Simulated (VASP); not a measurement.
# SiC in VASP: further runs, part 2 of 2

VASP 6.6.1. Earlier steps stand in the parts before.

**3. Single point, PBE, collinear spin**

This run uses another cell than the first one.

The input, INCAR:

```
SYSTEM = SiC
PREC = Accurate
ENCUT = 520
EDIFF = 1E-6
ISMEAR = 0
SIGMA = 0.05
LREAL = .False.
LASPH = .True.
NELM = 200
ALGO = Normal
ISIF = 2
LWAVE = .False.
LCHARG = .False.
ISPIN = 2
MAGMOM = 0.3 0.3 0.3 0.3 0.3 0.3 0.3 0.3 0.3 0.3 0.3 0.3 0.3 0.3 0.3 0.3 0.3 0.3 0.3 0.3
LORBIT = 11
GGA = PE
NBANDS = 60
GGA_COMPAT = .False.
```

The input, KPOINTS:

```
regular mesh
0
Gamma
  1 1 5
  0 0 0
```

The input, POSCAR:

```
SiC
1.0
   14.4000000000      0.0000000000      0.0000000000
    0.0000000000     12.4000000000      0.0000000000
    0.0000000000      0.0000000000      7.5859238543
Si C
10 10
Direct
    0.5620840069      0.5000000000      0.0000000000
    0.3137479792      0.5000000000      0.6666666667
    0.4379159931      0.5000000000      0.3333333333
    0.6862520208      0.5000000000      0.6666666667
    0.3758319861      0.3751233691      1.0000000000
    0.6241680139      0.3751233691      0.3333333333
    0.5000000000      0.6248766309      0.6666666667
    0.3758319861      0.6248766309      1.0000000000
    0.6241680139      0.6248766309      0.3333333333
    0.5000000000      0.3751233691      0.6666666667
    0.6241680139      0.6248766309      0.0833333333
    0.5000000000      0.3751233691      0.4166666667
    0.3758319861      0.6248766309      0.7500000000
    0.6241680139      0.3751233691      0.0833333333
    0.5000000000      0.6248766309      0.4166666667
    0.3758319861      0.3751233691      0.7500000000
    0.4379159931      0.5000000000      0.0833333333
    0.6862520208      0.5000000000      0.4166666667
    0.3137479792      0.5000000000      0.4166666667
    0.5620840069      0.5000000000      0.7500000000
```

Potentials or basis: VASP PAW PBE potentials, release 64 (Si, C).

Launch:

```console
> cat potpaw_PBE.64/Si/POTCAR potpaw_PBE.64/C/POTCAR > POTCAR
> mpirun -np 1 vasp_std > vasp.out
```

OUTCAR:

```text
SYSTEM = SiC
   PREC = Accurate
   ENCUT = 520
   EDIFF = 1E-6
   ISMEAR = 0
   LREAL = .False.
   LASPH = .True.
   NELM = 200
   ISIF = 2
   ISPIN = 2
   LORBIT = 11
   GGA = PE

 ion  position               nearest neighbor table
   1  0.562  0.500  0.000-  17 1.90  20 1.90  11 1.90  14 1.90   3 3.10   7 3.10  10 3.10   4 3.10
                             8 3.10   5 3.10   9 3.10   6 3.10
   2  0.314  0.500  0.667-  19 1.90  16 1.90  13 1.90   8 3.10   5 3.10  10 3.10   7 3.10   3 3.10

   3  0.438  0.500  0.333-  17 1.90  15 1.90  12 1.90  19 1.90   1 3.10   6 3.10   9 3.10   8 3.10
                             5 3.10   7 3.10  10 3.10   2 3.10
   4  0.686  0.500  0.667-  18 1.90  20 1.90   1 3.10   7 3.10  10 3.10   9 3.10   6 3.10
   5  0.376  0.375  0.000-  16 1.90  17 1.90   2 3.10  10 3.10   1 3.10   3 3.10   8 3.10
   6  0.624  0.375  0.333-  14 1.90  18 1.90  12 1.90   3 3.10   1 3.10   4 3.10  10 3.10   9 3.10
[... 615 lines left out ...]
      4.51797      6.20000      3.16080         0.719871     -0.000000      0.883711
      8.09401      6.20000      5.68944         0.793206     -0.000000      0.705422
 -----------------------------------------------------------------------------------
    total drift:                               -0.000171     -0.000000      0.000020

  FREE ENERGIE OF THE ION-ELECTRON SYSTEM (eV)
  ---------------------------------------------------
  free  energy   TOTEN  =      -117.5553402179 eV

  energy  without entropy=     -117.5538713808  energy(sigma->0) =     -117.55460580

 total charge

# of ion       s       p       d       tot
------------------------------------------
    1        0.715   0.924   0.000   1.638
    2        0.771   0.833   0.000   1.605
    3        0.729   0.911   0.000   1.640
    4        0.851   0.734   0.000   1.585
    5        0.848   0.734   0.000   1.582
    6        0.750   0.855   0.000   1.606
[... 12 lines left out ...]
   19        0.908   1.347   0.000   2.255
   20        0.878   1.618   0.000   2.496
--------------------------------------------------
tot         16.692  22.976   0.000  39.668

 magnetization (x)

# of ion       s       p       d       tot
------------------------------------------
    1       -0.006   0.000   0.000  -0.006
    2        0.007   0.024   0.000   0.031
    3       -0.007  -0.003   0.000  -0.010
    4        0.036   0.089   0.000   0.124
    5        0.003   0.014   0.000   0.016
    6       -0.018  -0.039   0.000  -0.056
[... 12 lines left out ...]
   19        0.055   0.603   0.000   0.657
   20        0.001   0.061   0.000   0.062
--------------------------------------------------
tot          0.259   2.703   0.000   2.962
```

OSZICAR:

```text
N       E                     dE             d eps       ncg     rms          rms(c)
DAV:   1     0.549770440659E+03    0.54977E+03   -0.24721E+04   720   0.936E+02
DAV:   2    -0.126265523149E+02   -0.56240E+03   -0.53303E+03  1096   0.190E+02
[... 37 lines left out ...]
DAV:  40    -0.117555296087E+03   -0.32736E-04   -0.47646E-06   816   0.573E-03    0.398E-03
DAV:  41    -0.117555315070E+03   -0.18983E-04   -0.20492E-06   796   0.362E-03    0.288E-03
DAV:  42    -0.117555327117E+03   -0.12047E-04   -0.68235E-07   640   0.214E-03    0.205E-03
DAV:  43    -0.117555338250E+03   -0.11134E-04   -0.13177E-06   652   0.209E-03    0.127E-03
DAV:  44    -0.117555339716E+03   -0.14652E-05   -0.19392E-07   568   0.117E-03    0.122E-03
DAV:  45    -0.117555340218E+03   -0.50237E-06   -0.93031E-08   524   0.859E-04
   1 F= -.11755534E+03 E0= -.11755461E+03  d E =-.146884E-02  mag=     5.9818
```

stdout:

```text
POSCAR found type information on POSCAR SiC
 POSCAR found :  2 types and      20 ions
 scaLAPACK will be used
 -----------------------------------------------------------------------------
|                                                                             |
|                                                                             |
|     You have a (more or less) 'large supercell' and for larger cells it     |
|     might be more efficient to use real-space projection operators.         |
|     Therefore, try LREAL= Auto in the INCAR file.                           |
|     Mind: For very accurate calculation, you might also keep the            |
|     reciprocal projection scheme (i.e. LREAL=.FALSE.).                      |
|                                                                             |
 -----------------------------------------------------------------------------

 LDA part: xc-table for (Slater+PW92), standard interpolation
 POSCAR, INCAR and KPOINTS ok, starting setup
 FFT: planning ... GRIDC
 FFT: planning ... GRID_SOFT
 FFT: planning ... GRID
 WAVECAR not read
 entering main loop
```

Wall time 69 min (1 thread of Oxide Virtual Turin-like, shared host); peak memory 1.6 GiB.

Results:

```
Free energy                                           : -117.5553 eV
Largest force                                         : 2.148 eV/Å
Band gap on the k mesh                                : 0.13 eV
Net moment                                            : 5.98 μB per cell
Site moments                                          : Si -0.01, +0.03, +0.12, +0.02, -0.06, +0.01 (each value once); C +0.61, +0.18, +0.12, +0.04, +0.30, +0.66, +0.06 (each value once) μB
Valence electrons inside the program's atomic spheres : Si 1.64, 1.60, 1.58, 1.61 (each value once); C 2.26, 2.37, 2.36, 2.50, 2.25 (each value once)
```

Forces in eV/Å, atoms in the order of the input:
```
Si   1.548  0.000 -0.337
Si   1.399  0.000 -1.177
Si  -0.586  0.000 -0.088
Si   0.152  0.000 -0.686
Si   0.348 -0.224 -1.286
Si  -0.862  1.229 -1.537
Si  -1.394 -0.274 -1.462
Si   0.348  0.224 -1.286
Si  -0.862 -1.229 -1.537
Si  -1.394  0.274 -1.462
C   -0.633 -0.525  1.333
C    1.140 -0.040  0.975
C    0.182 -0.723  1.601
C   -0.633  0.525  1.333
C    1.140  0.040  0.975
C    0.182  0.723  1.601
C   -0.738  0.000  0.161
C   -0.850  0.000  1.286
C    0.720  0.000  0.884
C    0.793  0.000  0.705
```

Levels at points of the mesh, in eV from the valence-band top:
Spin up:
```tsv
k point	band 40	band 41	band 42	band 43	band 44	band 45	band 46	band 47
(0.00, 0.00, 0.00)	-0.34	-0.32	-0.05	0.00	0.20	0.62	1.12	1.29
```
Spin down:
| k point | band 34 | band 35 | band 36 | band 37 | band 38 | band 39 | band 40 | band 41 |
| --- | --- | --- | --- | --- | --- | --- | --- | --- |
| (0.00, 0.00, 0.00) | -0.77 | -0.50 | -0.18 | -0.08 | 0.13 | 0.25 | 0.35 | 0.61 |

Caveat: semilocal functionals underestimate gaps, and a narrow one can read as zero.

**4. Single point, PBE, collinear spin**

This run uses another cell than the first one: it holds 18 atoms, not 20.

The input, INCAR:

```
PREC     = Accurate       # precision mode
ENCUT    = 520            # plane-wave cutoff, eV
EDIFF    = 1E-6           # SCF threshold, eV
ISMEAR   = 0              # smearing method
SIGMA    = 0.05           # smearing width, eV
LREAL    = F              # projectors in reciprocal space
LASPH    = T              # aspherical terms in the spheres
NELM     = 200            # most SCF steps
ALGO     = Normal         # electronic algorithm
ISIF     = 2              # what is computed and relaxed
LWAVE    = F              # write WAVECAR
LCHARG   = F              # write CHGCAR
ISPIN    = 2              # spin polarisation
MAGMOM   = 0.3 0.3 0.3 0.3 0.3 0.3 0.3 0.3 0.3 0.3 0.3 0.3 0.3 0.3 0.3 0.3 0.3 0.3 # initial moments
LORBIT   = 11             # projections on sites
GGA      = PE             # functional
NBANDS   = 55             # bands
GGA_COMPAT= F
```

The input, KPOINTS:

```
Automatic mesh
0
Gamma
  1 1 5
```

The input, POSCAR:

```
SiC
1.0
   13.5000000000      0.0000000000      0.0000000000
    0.0000000000     12.4000000000      0.0000000000
    0.0000000000      0.0000000000      7.5859238543
Si C
9 9
Direct
    0.5993344111      0.5000000000      0.0000000000
    0.3344426482      0.5000000000      0.6666666667
    0.4668885296      0.5000000000      0.3333333333
    0.4006655889      0.3751233691      1.0000000000
    0.6655573518      0.3751233691      0.3333333333
    0.5331114704      0.6248766309      0.6666666667
    0.4006655889      0.6248766309      1.0000000000
    0.6655573518      0.6248766309      0.3333333333
    0.5331114704      0.3751233691      0.6666666667
    0.6655573518      0.6248766309      0.0833333333
    0.5331114704      0.3751233691      0.4166666667
    0.4006655889      0.6248766309      0.7500000000
    0.6655573518      0.3751233691      0.0833333333
    0.5331114704      0.6248766309      0.4166666667
    0.4006655889      0.3751233691      0.7500000000
    0.4668885296      0.5000000000      0.0833333333
    0.3344426482      0.5000000000      0.4166666667
    0.5993344111      0.5000000000      0.7500000000
```

Launch:

```console
> cat potpaw_PBE.64/Si/POTCAR potpaw_PBE.64/C/POTCAR > POTCAR
> mpirun -np 1 vasp_std > vasp.out
```

Wall time 39 min (1 thread of Oxide Virtual Turin-like, shared host); peak memory 1.5 GiB.

It converged, with:

```
Free energy                                           : -103.9238 eV
Largest force                                         : 2.267 eV/Å
Band gap on the k mesh                                : 0.09 eV
Net moment                                            : 3.95 μB per cell
Site moments                                          : Si -0.01, +0.04, +0.05, -0.11, -0.00 (each value once); C +0.45, -0.10, +0.22, +0.07, +0.61, +0.28 (each value once) μB
Valence electrons inside the program's atomic spheres : Si 1.64, 1.61, 1.58, 1.59 (each value once); C 2.24, 2.37, 2.50, 2.25 (each value once)
```

Forces on the atoms (eV/Å):
```
Si   1.738  0.000 -1.456
Si   1.051  0.000 -1.038
Si  -0.816  0.000 -0.077
Si   0.230 -0.284 -1.100
Si  -1.263 -0.086 -1.584
Si  -0.629 -0.916 -0.888
Si   0.230  0.284 -1.100
Si  -1.263  0.086 -1.584
Si  -0.629  0.916 -0.888
C   -0.701 -0.737  1.904
C    1.261  0.251  0.434
C    0.375 -0.606  1.416
C   -0.701  0.737  1.904
C    1.261 -0.251  0.434
C    0.375  0.606  1.416
C   -0.665  0.000  0.285
C    1.016  0.000  0.768
C   -0.869  0.000  1.154
```

Levels at points of the mesh, in eV from the valence-band top:
Spin up:
```
           k point  band 36  band 37  band 38  band 39  band 40  band 41
(0.00, 0.00, 0.00)    -0.33    -0.15     0.00     0.21     0.46     0.62
```
Spin down:
```
           k point  band 31  band 32  band 33  band 34  band 35  band 36  band 37  band 38
(0.00, 0.00, 0.00)    -0.60    -0.44    -0.28    -0.25     0.09     0.30     0.54     0.58
```

Caveat: semilocal functionals underestimate gaps, and a narrow one can read as zero.

**5. Overview**

| cell | gap on the mesh (eV) | moment (μB) | largest force (eV/Å) |
| --- | --- | --- | --- |
| a = 14.400, b = 12.400, c = 7.961 Å, 20 atoms, atomic positions A | 0.27 | 2.00 | 0.03 |
| a = 14.400, b = 12.400, c = 7.586 Å, 20 atoms, atomic positions B | 0.13 | 5.98 | 2.15 |
| a = 13.500, b = 12.400, c = 7.586 Å, 18 atoms, atomic positions C | 0.09 | 3.95 | 2.27 |

Alike in all rows: task single point; level PBE; potentials or basis VASP PAW PBE potentials, release 64 (Si, C); spin collinear; k mesh 1 × 1 × 5; cutoff (eV) 520; smearing gaussian 0.05 eV.

Caveats: semilocal functionals underestimate gaps, and a narrow one can read as zero.

Total energies depend on the potentials used, so only differences within one code and one set of settings carry meaning.
